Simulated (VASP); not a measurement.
# ZnO (P6_3mc) in VASP: relaxation of the atoms with PBE

Aim: the relaxation of the atoms of ZnO with PBE.

Everything below comes from runs of VASP 6.6.1. Logs are shortened: lines on timing, memory, paths and dates and some standing lists are left out, and cuts for length are marked.

## Step 1: The cell of the first run

It takes space group P6_3mc (No. 186, hexagonal). The conventional cell has a = 3.237 Å, b = 3.237 Å, c = 5.222 Å, α = 90.00°, β = 90.00°, γ = 120.00°. Within 2.6 Å of Zn (site symmetry 3m) lie 4 O at 1.97 to 1.98 Å. Within 2.6 Å of O (site symmetry 3m) lie 4 Zn at 1.97 to 1.98 Å.

## Step 2: Relaxation of the atoms, PBE

The input, INCAR:

```
SYSTEM = ZnO
PREC = Accurate
ENCUT = 520
EDIFF = 1E-6
ISMEAR = -1
SIGMA = 0.01
LREAL = .False.
LASPH = .True.
NELM = 100
ALGO = Normal
ISIF = 2
LWAVE = .False.
LCHARG = .False.
GGA = PE
IBRION = 2
NSW = 80
EDIFFG = -0.02
```

The input, KPOINTS:

```
regular mesh
0
Gamma
  12 12 7
  0 0 0
```

The input, POSCAR:

```
ZnO
1.0
    3.2373510235      0.0000000000      0.0000000000
   -1.6186755117      2.8036282273      0.0000000000
    0.0000000000      0.0000000000      5.2220613000
Zn O
2 2
Direct
    0.6666666667      0.3333333333      0.5005917000
    0.3333333333      0.6666666667      0.0005917000
    0.6666666667      0.3333333333      0.8797183000
    0.3333333333      0.6666666667      0.3797183000
```

Potentials or basis: VASP PAW PBE potentials, release 64 (Zn, O).

The run is started by

```
> cat potpaw_PBE.64/Zn/POTCAR potpaw_PBE.64/O/POTCAR > POTCAR
> mpirun -np 1 vasp_std > vasp.out
```

OUTCAR:

```text
SYSTEM = ZnO
   PREC = Accurate
   ENCUT = 520
   EDIFF = 1E-6
   ISMEAR = -1
   LREAL = .False.
   LASPH = .True.
   NELM = 100
   ISIF = 2
   GGA = PE
   IBRION = 2
   NSW = 80
   EDIFFG = -0.02

 ion  position               nearest neighbor table
   1  0.667  0.333  0.501-   4 1.97   4 1.97   4 1.97   3 1.98
   2  0.333  0.667  0.001-   3 1.97   3 1.97   3 1.97   4 1.98
   3  0.667  0.333  0.880-   2 1.97   2 1.97   2 1.97   1 1.98
   4  0.333  0.667  0.380-   1 1.97   1 1.97   1 1.97   2 1.98

  LATTYP: Found a hexagonal cell.
 ALAT       =     3.2373510235
 C/A-ratio  =     1.6130661340

  Lattice vectors:

 A1 = (   3.2373510235,   0.0000000000,   0.0000000000)
 A2 = (  -1.6186755117,   2.8036282273,   0.0000000000)
 A3 = (   0.0000000000,   0.0000000000,   5.2220613000)

Analysis of symmetry for initial positions (statically):
=====================================================================
 Subroutine PRICEL returns:
 Original cell was already a primitive cell.

 Routine SETGRP: Setting up the symmetry group for a
 hexagonal supercell.

 Subroutine GETGRP returns: Found 12 space group operations
 (whereof  6 operations were pure point group operations)
 out of a pool of 24 trial point group operations.

The static configuration has the point symmetry C_3v.
 The point group associated with its full space group is C_6v.

Analysis of symmetry for dynamics (positions and initial velocities):
=====================================================================
 Subroutine PRICEL returns:
 Original cell was already a primitive cell.

 Routine SETGRP: Setting up the symmetry group for a
 hexagonal supercell.

 Subroutine GETGRP returns: Found 12 space group operations
 (whereof  6 operations were pure point group operations)
 out of a pool of 24 trial point group operations.

The dynamic configuration has the point symmetry C_3v.
 The point group associated with its full space group is C_6v.

 Subroutine INISYM returns: Found 12 space group operations
 (whereof  6 operations are pure point group operations),
 and found     1 'primitive' translations

----------------------------------------------------------------------------------------

                                     Primitive cell

  volume of cell :      47.3971

  direct lattice vectors                    reciprocal lattice vectors
     3.237351024  0.000000000  0.000000000     0.308894523  0.178340336  0.000000000
    -1.618675512  2.803628227  0.000000000     0.000000000  0.356680672  0.000000000
     0.000000000  0.000000000  5.222061300     0.000000000  0.000000000  0.191495263

  length of vectors
     3.237351024  3.237351023  5.222061300     0.356680672  0.356680672  0.191495263

  position of ions in fractional coordinates (direct lattice)
     0.666666667  0.333333333  0.500591700
     0.333333333  0.666666667  0.000591700
     0.666666667  0.333333333  0.879718300
     0.333333333  0.666666667  0.379718300

  ion indices of the primitive-cell ions
   primitive index   ion index
                 1           1
                 2           2
                 3           3
                 4           4

----------------------------------------------------------------------------------------

 KPOINTS: regular mesh

Automatic generation of k-mesh.
 Grid dimensions read from file:
 generate k-points for:   12   12    7

 Generating k-lattice:

  Cartesian coordinates                     Fractional coordinates (reciprocal lattice)
     0.025741210  0.014861695  0.000000000     0.083333333  0.000000000  0.000000000
     0.000000000  0.029723389  0.000000000     0.000000000  0.083333333  0.000000000
     0.000000000  0.000000000  0.027356466     0.000000000  0.000000000  0.142857143

  Length of vectors
     0.029723389  0.029723389  0.027356466

  Shift w.r.t. Gamma in fractional coordinates (k-lattice)
     0.000000000  0.000000000  0.000000000

 Subroutine IBZKPT returns following result:
 ===========================================

 Found     76 irreducible k-points:

 Following reciprocal coordinates:
            Coordinates               Weight
  0.000000  0.000000  0.000000      1.000000
  0.083333 -0.000000  0.000000      6.000000
  0.166667 -0.000000  0.000000      6.000000
  0.250000 -0.000000  0.000000      6.000000
  0.333333  0.000000  0.000000      6.000000
  0.416667  0.000000  0.000000      6.000000
[... 16 lines left out ...]
  0.250000 -0.000000  0.142857     12.000000
  0.333333  0.000000  0.142857     12.000000
 [... further k-points ...]
   k-points           NKPTS =     76   k-points in BZ     NKDIM =     76   number of bands    NBANDS=     22
   number of dos      NEDOS =    301   number of ions     NIONS =      4
   total plane-waves  NPLWV =  23040
   dimension x,y,z NGX =    24 NGY =   24 NGZ =   40
   dimension x,y,z NGXF=    48 NGYF=   48 NGZF=   80
   ions per type =               2   2
   NGX,Y,Z   is equivalent  to a cutoff of  12.32, 12.32, 12.73 a.u.
   NGXF,Y,Z  is equivalent  to a cutoff of  24.65, 24.65, 25.47 a.u.
 SYSTEM =  ZnO
   PREC   = accura    normal or accurate (medium, high low for compatibility)
   ISTART =      0    job   : 0-new  1-cont  2-samecut
   ICHARG =      2    charge: 1-file 2-atom 10-const
   ISPIN  =      1    spin polarized calculation?
   LNONCOLLINEAR =      F non collinear calculations
   LSORBIT =      F    spin-orbit coupling
   LASPH  =      T    aspherical Exc in radial PAW
   ENCUT  =  520.0 eV  38.22 Ry    6.18 a.u.   6.02  6.02  9.71*2*pi/ulx,y,z
   NELM   =    100;   NELMIN=  2; NELMDL= -5     # of ELM steps
   EDIFF  = 0.1E-05   stopping-criterion for ELM
   LREAL  =      F    real-space projection
   EDIFFG = -.2E-01   stopping-criterion for IOM
   NSW    =     80    number of steps for IOM
   IBRION =      2    ionic relax: 0-MD 1-quasi-New 2-CG
   NFREE  =      1    steps in history (QN), initial steepest desc. (CG)
   ISIF   =      2    stress and relaxation
   ISYM   =      2    0-nonsym 1-usesym 2-fastsym
   POTIM  = 0.5000    time-step for ionic-motion
   TEBEG  =    0.0;   TEEND  =   0.0 temperature during run
   PSTRESS=    0.0 pullay stress
   NELECT =      36.0000    total number of electrons
   NUPDOWN=      -1.0000    fix difference up-down
   EMIN   =  10.00;   EMAX   =-10.00  energy-range for DOS
   EFERMI =   0.00;   METHOD = LEGACY
   ISMEAR =    -1;   SIGMA  =   0.01  broadening in eV -4-tet -1-fermi 0-gaus
   EFERMI_NEDOS =   21; number of points for ismear=-14 and -15
   IALGO  =     38    algorithm
   IMIX   =      4    mixing-type and parameters
     AMIX     =   0.40;   BMIX     =  1.00
     AMIX_MAG =   1.60;   BMIX_MAG =  1.00
  volume/ion in A,a.u.               =      11.85        79.96
  Fermi-wavevector in a.u.,A,eV,Ry     =   1.493682  2.822650 30.355784  2.231087
  Thomas-Fermi vector in A             =   2.606052
   LORBIT       =      0    0 simple, 1 ext, 2 COOP (PROOUT), +10 PAW based schemes
   GGA     = PE    functional components
   LHFCALC =     F    Hartree Fock is set to
   AEXX    =    0.0000 exact exchange contribution
   IVDW    =     0    specifies the selected vdW correction
   LEPSILON=     F    determine dielectric tensor
   LRPA    =     F    only Hartree local field effects (RPA)
 conjugate gradient relaxation of ions
 non-spin polarized calculation
  energy-cutoff  :      520.00
  volume of cell :       47.40
 maximum number of plane-waves:      1302
   NGX = 13   NGY = 13   NGZ = 19

 number of electron      36.0000020 magnetization

 Free energy of the ion-electron system (eV)
  ---------------------------------------------------
  ext. energy  EPLUGINS =         0.00000000
  ---------------------------------------------------
  free energy    TOTEN  =       -17.81559529 eV

  energy without entropy =      -17.81559529  energy(sigma->0) =      -17.81559529

 E-fermi :   1.4999     XC(G=0): -10.9346

 val. band max:        1.2464019271   @ k =   0.0000   0.0000   0.0000
 cond. band min:       2.0330677863   @ k =   0.0000   0.0000   0.0000
 fundamental gap:      0.7866658592
 Fermi energy:         1.4998942452

 k-point     1 :       0.0000    0.0000    0.0000
  band No.  band energies     occupation
      1     -16.8837      2.00000
      2     -16.1567      2.00000
      3      -4.4743      2.00000
      4      -4.4743      2.00000
      5      -4.4349      2.00000
      6      -4.4293      2.00000
[... 14 lines left out ...]
     21       9.4549      0.00000
     22      14.1724      0.00000

 k-point     2 :       0.0833   -0.0000    0.0000
  band No.  band energies     occupation
      1     -16.8448      2.00000
      2     -16.1393      2.00000
      3      -4.5220      2.00000
      4      -4.4516      2.00000
      5      -4.4039      2.00000
      6      -4.3787      2.00000
[... 14 lines left out ...]
     21       9.4520      0.00000
     22      13.4144      0.00000

 k-point     3 :       0.1667   -0.0000    0.0000
  band No.  band energies     occupation
      1     -16.7358      2.00000
      2     -16.0930      2.00000
      3      -4.6298      2.00000
      4      -4.3921      2.00000
      5      -4.3686      2.00000
      6      -4.2995      2.00000
[... 14 lines left out ...]
     21       9.4381      0.00000
     22      12.1011      0.00000
[... 476 lines left out ...]
 k-point    23 :       0.2500   -0.0000    0.1429
  band No.  band energies     occupation
      1     -16.5505      2.00000
      2     -16.0613      2.00000
      3      -4.7621      2.00000
      4      -4.4712      2.00000
      5      -4.3085      2.00000
      6      -4.2193      2.00000
[... 14 lines left out ...]
     21       9.6078      0.00000
     22      10.9651      0.00000

 k-point    24 :       0.3333    0.0000    0.1429
  band No.  band energies     occupation
      1     -16.3814      2.00000
      2     -16.0060      2.00000
      3      -4.8150      2.00000
      4      -4.5085      2.00000
      5      -4.2444      2.00000
      6      -4.0836      2.00000
[... 14 lines left out ...]
     21       9.5153      0.00000
     22      10.1204      0.00000

 [... further k-points ...]

------------------------ aborting loop because EDIFF is reached ----------------------------------------

  FORCE on cell =-STRESS in cart. coord.  units (eV):
  Direction    XX          YY          ZZ          XY          YZ          ZX
  --------------------------------------------------------------------------------------
  -------------------------------------------------------------------------------------
  Total        1.9712907      1.9712907      1.9899774      0.0000000      0.0000000      0.0000000
  in kB       66.6360225     66.6360225     67.2676960      0.0000000      0.0000000      0.0000000
  external PRESSURE =      66.8465803 kB  Pullay stress =       0.0000000 kB

 VOLUME and BASIS-vectors are now :
 -----------------------------------------------------------------------------
  energy-cutoff  :      520.00
  volume of cell :       47.40
      direct lattice vectors                 reciprocal lattice vectors
     3.237351024  0.000000000  0.000000000     0.308894523  0.178340336  0.000000000
    -1.618675512  2.803628227  0.000000000     0.000000000  0.356680672  0.000000000
     0.000000000  0.000000000  5.222061300     0.000000000  0.000000000  0.191495263

 POSITION                                       TOTAL-FORCE (eV/Angst)
 -----------------------------------------------------------------------------------
      1.61868      0.93454      2.61412         0.000000     -0.000000     -0.001324
     -0.00000      1.86909      0.00309        -0.000000     -0.000000     -0.001324
      1.61868      0.93454      4.59394         0.000000      0.000000      0.001324
     -0.00000      1.86909      1.98291        -0.000000     -0.000000      0.001324
 -----------------------------------------------------------------------------------
    total drift:                               -0.000000      0.000000      0.001060

  FREE ENERGIE OF THE ION-ELECTRON SYSTEM (eV)
  ---------------------------------------------------
  free  energy   TOTEN  =       -17.8155952925 eV

  energy  without entropy=      -17.8155952925  energy(sigma->0) =      -17.81559529

 reached required accuracy - stopping structural energy minimisation
```

Wall time 47 s (1 thread of Intel Xeon Platinum 8488C (Sapphire Rapids), shared host); peak memory 0.2 GiB.

Results:

```
Free energy             : -17.8156 eV
Pressure after relaxing : 6.7 GPa
Band gap on the k mesh  : 0.79 eV
```

Final structure:
```xyz
4
Lattice="3.2374 0.0000 0.0000 -1.6187 2.8036 0.0000 0.0000 0.0000 5.2221" Properties=species:S:1:pos:R:3 pbc="T T T"
Zn    1.6187    0.9345    2.6141
Zn    0.0000    1.8691    0.0031
O     1.6187    0.9345    4.5939
O     0.0000    1.8691    1.9829
```

Levels at points of the mesh, in eV from the valence-band top:
| k point | band 15 | band 16 | band 17 | band 18 | band 19 | band 20 | band 21 | band 22 |
| --- | --- | --- | --- | --- | --- | --- | --- | --- |
| (0.00, 0.00, 0.00) | -0.80 | -0.09 | 0.00 | 0.00 | 0.79 | 5.24 | 8.21 | 12.93 |
| (0.50, 0.00, 0.00) | -2.84 | -2.28 | -1.30 | -0.84 | 5.79 | 6.87 | 7.58 | 8.54 |

Caveat: semilocal functionals underestimate gaps, and a narrow one can read as zero.
